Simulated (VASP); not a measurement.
BAs, 2 atoms in the cell. It takes space group I-4m2 (No. 119, tetragonal). The conventional cell has a = 3.445 Å, b = 3.445 Å, c = 4.777 Å, α = 90.00°, β = 90.00°, γ = 90.00°. B (site symmetry -4m2) has 4 As at 2.10 Å within 2.8 Å. As (site symmetry -4m2) has 4 B at 2.10 Å within 2.8 Å. 

```yaml
Program: VASP 6.6.1
Task: single point
Functional: PBE
Potentials_or_basis: VASP PAW PBE potentials, release 64 (B, As)
Cutoff: 520 eV
k_mesh: 8 × 8 × 8
Occupations: gaussian, width 0.02 eV
Spin: no spin polarisation
Dipole_correction: no
Further_INCAR_settings: ALGO = Normal; EDIFF = 1e-06; NBANDS = 11
```

Potentials or basis: VASP PAW PBE potentials, release 64 (B, As).

Run with:

```console
$ cat potpaw_PBE.64/B/POTCAR potpaw_PBE.64/As/POTCAR > POTCAR
$ mpirun -np 1 vasp_std > vasp.out
```

Hardware: 1 thread of Intel(R) Xeon(R) Platinum 8488C (Sapphire Rapids) (shared host).

Problem. How long does it take, and how much memory?

Solution. It took 20 s on 1 thread of Intel(R) Xeon(R) Platinum 8488C (Sapphire Rapids) (shared host), peak memory 0.16 GiB. Counts: scf iterations 12, k points 59.
